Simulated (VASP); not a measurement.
# K3Zr2S (P-6m2) in VASP: single point with PBE

Aim: the single point of K3Zr2S with PBE.

Everything below comes from runs of VASP 6.6.1. Logs are shortened: lines on timing, memory, paths and dates and some standing lists are left out, and cuts for length are marked.

## 1. The cell of the first run

Symmetry: P-6m2, No. 187, hexagonal system. The conventional cell has a = 5.489 Å, b = 5.489 Å, c = 7.904 Å, α = 90.00°, β = 90.00°, γ = 120.00°. K (site symmetry -6m2) has 3 K at 3.17 Å and 2 S at 3.95 Å and 6 Zr at 4.21 Å within 4.3 Å. K (site symmetry -6m2) has 3 S at 3.17 Å and 6 Zr at 3.38 Å and 2 K at 3.95 Å within 4.2 Å. K (site symmetry -6m2) has 5 K at 3.17 to 3.95 Å and 6 Zr at 4.21 Å within 4.3 Å. Zr (site symmetry 3m) has 1 Zr at 2.38 Å within 3.1 Å. S (site symmetry -6m2) has 5 K at 3.17 to 3.95 Å and 6 Zr at 3.38 Å within 4.2 Å.

The cell was generated, and may not be a known phase.

## 2. Single point, PBE, collinear spin

INCAR reads:

```
SYSTEM = K3Zr2S
PREC = Accurate
ENCUT = 520
EDIFF = 1E-6
ISMEAR = 0
SIGMA = 0.1
LREAL = .False.
LASPH = .True.
NELM = 150
ALGO = Normal
ISIF = 2
LWAVE = .False.
LCHARG = .False.
ISPIN = 2
MAGMOM = 0 0 0 1 1 0
LORBIT = 11
LMAXMIX = 4
GGA = PE
NBANDS = 42
```

KPOINTS reads:

```
Automatic mesh
0
Gamma
  6 6 2
  0 0 0
```

POSCAR reads:

```
K3Zr2S
1.0
    5.4894117422      0.0000000000      0.0000000000
   -2.7447058711      4.7539700206      0.0000000000
    0.0000000000      0.0000000000      7.9039428795
K Zr S
3 2 1
Direct
    0.3333333333      0.6666666667      0.5000000000
    0.6666666667      0.3333333333      0.0000000000
    0.6666666667      0.3333333333      0.5000000000
    0.0000000000      0.0000000000      0.1502881755
    0.0000000000      0.0000000000      0.8497118245
    0.3333333333      0.6666666667      0.0000000000
```

Potentials or basis: VASP PAW PBE potentials, release 64 (K_sv, Zr_sv, S).

Command:

```sh
cat potpaw_PBE.64/K_sv/POTCAR potpaw_PBE.64/Zr_sv/POTCAR potpaw_PBE.64/S/POTCAR > POTCAR
mpirun -np 1 vasp_std > vasp.out
```

OUTCAR:

```text
SYSTEM = K3Zr2S
   PREC = Accurate
   ENCUT = 520
   EDIFF = 1E-6
   ISMEAR = 0
   LREAL = .False.
   LASPH = .True.
   NELM = 150
   ISIF = 2
   ISPIN = 2
   LORBIT = 11
   GGA = PE

 ion  position               nearest neighbor table
   1  0.333  0.667  0.500-   3 3.17   3 3.17   3 3.17
   2  0.667  0.333  0.000-   6 3.17   6 3.17   6 3.17   4 3.38   5 3.38   4 3.38   5 3.38   4 3.38
                             5 3.38
   3  0.667  0.333  0.500-   1 3.17   1 3.17   1 3.17
   4  0.000  0.000  0.150-   5 2.38   2 3.38   2 3.38   2 3.38
   5  0.000  0.000  0.850-   4 2.38   2 3.38   2 3.38   2 3.38
   6  0.333  0.667  0.000-   2 3.17   2 3.17   2 3.17

  LATTYP: Found a hexagonal cell.
 ALAT       =     5.4894117422
 C/A-ratio  =     1.4398524379

  Lattice vectors:

 A1 = (   5.4894117422,   0.0000000000,   0.0000000000)
 A2 = (  -2.7447058711,   4.7539700206,   0.0000000000)
 A3 = (   0.0000000000,   0.0000000000,   7.9039428795)

Analysis of symmetry for initial positions (statically):
=====================================================================
 Subroutine PRICEL returns:
 Original cell was already a primitive cell.

 Routine SETGRP: Setting up the symmetry group for a
 hexagonal supercell.

 Subroutine GETGRP returns: Found 12 space group operations
 (whereof 12 operations were pure point group operations)
 out of a pool of 24 trial point group operations.

The static configuration has the point symmetry D_3h.

Analysis of symmetry for dynamics (positions and initial velocities):
=====================================================================
 Subroutine PRICEL returns:
 Original cell was already a primitive cell.

 Routine SETGRP: Setting up the symmetry group for a
 hexagonal supercell.

 Subroutine GETGRP returns: Found 12 space group operations
 (whereof 12 operations were pure point group operations)
 out of a pool of 24 trial point group operations.

The dynamic configuration has the point symmetry D_3h.

Analysis of structural, dynamic, and magnetic symmetry:
=====================================================================
 Subroutine PRICEL returns:
 Original cell was already a primitive cell.

 Routine SETGRP: Setting up the symmetry group for a
 hexagonal supercell.

 Subroutine GETGRP returns: Found 12 space group operations
 (whereof 12 operations were pure point group operations)
 out of a pool of 24 trial point group operations.

The overall configuration has the point symmetry D_3h.
[... 129 lines left out ...]
  energy-cutoff  :      520.00
  volume of cell :      206.27
 maximum number of plane-waves:      5580
 NGX is ok and might be reduce to    42
   NGX = 21   NGY = 21   NGZ = 29

 number of electron      56.9999996 magnetization       0.0447180

 Free energy of the ion-electron system (eV)
  ---------------------------------------------------
  ext. energy  EPLUGINS =         0.00000000
  ---------------------------------------------------
  free energy    TOTEN  =       -19.69779441 eV

  energy without entropy =      -19.67195225  energy(sigma->0) =      -19.68487333

 E-fermi :   3.0918     XC(G=0):  -8.1728

 val. band max:        3.0855490799   @ k =   0.5000   0.0000   0.5000
 cond. band min:       3.1233681747   @ k =   0.5000   0.0000   0.0000
 fundamental gap:      0.0378190948
 Fermi energy:         3.0917701695

 spin component 1

 k-point     1 :       0.0000    0.0000    0.0000
  band No.  band energies     occupation
      1     -46.2196      1.00000
      2     -45.7265      1.00000
      3     -29.1425      1.00000
      4     -28.9315      1.00000
      5     -27.7109      1.00000
      6     -25.1142      1.00000
[... 591 lines left out ...]
     39       5.8277      0.00000
     40       7.0659      0.00000
 Fermi energy:         3.0917701695

 spin component 2

 k-point     1 :       0.0000    0.0000    0.0000
  band No.  band energies     occupation
      1     -46.1372      1.00000
      2     -45.6546      1.00000
      3     -29.1507      1.00000
      4     -28.9391      1.00000
      5     -27.7156      1.00000
      6     -24.9285      1.00000
[... 591 lines left out ...]
     39       5.8035      0.00000
     40       7.0562      0.00000
 [bands above 40 left out]

------------------------ aborting loop because EDIFF is reached ----------------------------------------

  FORCE on cell =-STRESS in cart. coord.  units (eV):
  Direction    XX          YY          ZZ          XY          YZ          ZX
  --------------------------------------------------------------------------------------
  -------------------------------------------------------------------------------------
  Total        0.3917211      0.3917211     -0.0318268      0.0000000      0.0000000     -0.0000000
  in kB        3.0427169      3.0427169     -0.2472168      0.0000000      0.0000000     -0.0000000
  external PRESSURE =       1.9460724 kB  Pullay stress =       0.0000000 kB

 VOLUME and BASIS-vectors are now :
 -----------------------------------------------------------------------------
  energy-cutoff  :      520.00
  volume of cell :      206.27
      direct lattice vectors                 reciprocal lattice vectors
     5.489411742  0.000000000  0.000000000     0.182168882  0.105175253  0.000000000
    -2.744705871  4.753970021  0.000000000     0.000000000  0.210350506  0.000000000
     0.000000000  0.000000000  7.903942879     0.000000000  0.000000000  0.126519133

 POSITION                                       TOTAL-FORCE (eV/Angst)
 -----------------------------------------------------------------------------------
     -0.00000      3.16931      3.95197        -0.000000     -0.000000      0.000000
      2.74471      1.58466      0.00000         0.000000     -0.000000      0.000000
      2.74471      1.58466      3.95197        -0.000000      0.000000      0.000000
      0.00000      0.00000      1.18787         0.000000      0.000000      0.030531
      0.00000      0.00000      6.71607        -0.000000      0.000000     -0.030531
     -0.00000      3.16931      0.00000        -0.000000     -0.000000      0.000000
 -----------------------------------------------------------------------------------
    total drift:                                0.000000     -0.000000      0.000000

  FREE ENERGIE OF THE ION-ELECTRON SYSTEM (eV)
  ---------------------------------------------------
  free  energy   TOTEN  =       -19.6977944132 eV

  energy  without entropy=      -19.6719522545  energy(sigma->0) =      -19.68487333

 total charge

# of ion       s       p       d       tot
------------------------------------------
    1        1.973   5.570   0.032   7.574
    2        1.998   5.559   0.065   7.622
    3        1.991   5.556   0.030   7.576
    4        2.190   5.888   1.939  10.017
    5        2.190   5.888   1.939  10.017
    6        1.358   2.230   0.000   3.588
--------------------------------------------------
tot         11.700  30.691   4.005  46.396

 magnetization (x)

# of ion       s       p       d       tot
------------------------------------------
    1       -0.001  -0.002  -0.004  -0.006
    2       -0.000  -0.002  -0.002  -0.004
    3       -0.002  -0.003  -0.004  -0.008
    4       -0.003   0.002   0.134   0.132
    5       -0.003   0.002   0.134   0.132
    6        0.000  -0.011   0.000  -0.011
--------------------------------------------------
tot         -0.010  -0.013   0.257   0.234
```

Run time: 13 min. Hardware: 1 thread of Intel Xeon Platinum 8375C at 2.90GHz (Ice Lake), shared host; peak memory 0.49 GiB.

What came out:

```
Free energy                                           : -19.6978 eV
Pressure                                              : 0.2 GPa
Largest force                                         : 0.031 eV/Å
Net moment                                            : 0.04 μB per cell
Site moments                                          : K -0.01, -0.00 (each value once); Zr +0.13; S -0.01 μB
Valence electrons inside the program's atomic spheres : K 7.57, 7.62, 7.58; Zr 10.02; S 3.59
```

Forces on the atoms (eV/Å):
```
K    0.000  0.000  0.000
K    0.000  0.000  0.000
K    0.000  0.000  0.000
Zr   0.000  0.000  0.031
Zr   0.000  0.000 -0.031
S    0.000  0.000  0.000
```

Stress tensor (GPa, compression positive):
```
 0.30  0.00  0.00
 0.00  0.30  0.00
 0.00  0.00 -0.02
```

Caveat: the k points lie up to 0.40 Å⁻¹ apart.
